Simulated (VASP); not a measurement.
# NdHf: single point with PBE

Crystal: NdHf.

```xyz
4
Lattice="3.3115 0.0000 0.0000 0.0000 3.3115 0.0000 0.0000 0.0000 10.2460" Properties=species:S:1:pos:R:3 pbc="T T T"
Nd    0.0000    1.6557    1.5399
Nd    1.6557    0.0000    8.7061
Hf    0.0000    1.6557    6.1437
Hf    1.6557    0.0000    4.1023
```

The cell was generated, and may not be a known phase.

```
Program                : VASP 6.6.1
Task                   : single point
Functional             : PBE
Potentials or basis    : VASP PAW PBE potentials, release 64 (Nd_3, Hf_pv), 4f in core
Cutoff                 : 500 eV
k mesh                 : 10 × 10 × 4
Occupations            : gaussian, width 0.1 eV
Spin                   : no spin polarisation
Dipole correction      : no
Further INCAR settings : ALGO = Normal; EDIFF = 1e-06; NBANDS = 29
```

```yaml
Pressure: 0.1 GPa
Largest_force: 0.085 eV/Å
Band_gap_on_the_k_mesh: zero (bands 21 and 22 overlap by 1.45 eV)
```

Forces in eV/Å, atoms in the order of the input:
```
Nd   0.000  0.000 -0.029
Nd   0.000  0.000  0.029
Hf   0.000  0.000 -0.085
Hf   0.000  0.000  0.085
```

Stress tensor (GPa, compression positive):
```
0.05 0.00 0.00
0.00 0.05 0.00
0.00 0.00 0.23
```

Levels at points of the mesh, in eV from the Fermi level:
```csv
k point,band 18,band 19,band 20,band 21,band 22,band 23,band 24,band 25
"(0.00, 0.00, 0.00)",-2.34,-1.79,-0.56,-0.54,0.73,1.09,1.15,1.52
"(0.50, 0.00, 0.00)",-1.39,-0.46,-0.46,0.24,0.24,1.20,1.20,1.20
"(0.50, 0.50, 0.00)",-1.64,-1.60,-1.60,-0.08,-0.08,-0.06,-0.06,2.49
"(0.00, 0.00, 0.50)",-2.13,-1.74,-1.00,0.01,0.82,0.96,1.60,1.60
"(0.50, 0.00, 0.50)",-1.64,0.03,0.03,0.28,0.28,0.97,0.97,1.24
"(0.50, 0.50, 0.50)",-1.96,-1.34,-1.34,-1.09,-1.09,1.10,1.10,2.54
```

Run time: 2.1 min on 1 thread of AMD EPYC 7R13 Processor (Zen 3) (shared host), peak memory 0.29 GiB.

Caveat: spin-orbit coupling is left out, which moves the levels of the heavy elements; the 4f electrons are frozen in the core, so they carry no moment and show no levels. Spin polarisation is off, so any magnetic state and its effect on volume and gap are missing.
